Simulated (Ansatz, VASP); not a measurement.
Two plane-wave programs on Al

```xyz
2
Lattice="4.1608 0.0000 0.0000 -2.0804 3.6033 0.0000 0.0000 0.0000 2.7453" Properties=species:S:1:pos:R:3 pbc="T T T"
Al    2.0804    1.2011    2.0590
Al    0.0000    2.4022    0.6863
```

Alike in both runs: functional PBE; k mesh 18 × 18 × 18; occupations gaussian, width 0.1 eV; no spin polarisation.

Ansatz relaxed the structure, and its values are those at the end. VASP's run is a single point on that final structure, the one shown.

|  | VASP | Ansatz |
| --- | --- | --- |
| version | VASP 6.6.1 | Ansatz 0.2.0 |
| potentials or method | VASP PAW PBE potentials, release 64 (Al), cutoff 520 eV | scalar-relativistic, plane waves, PAW |
| valence electrons in the cell | 6 | 6 |

|  | VASP | Ansatz | Ansatz less VASP |
| --- | --- | --- | --- |
| gap on the k mesh at the Fermi level (eV) | none | none | - |
| pressure (GPa) | 0.0 | 0.0 | +0.04 |

A gap of «none» marks a metal or a gap that the smearing closes.
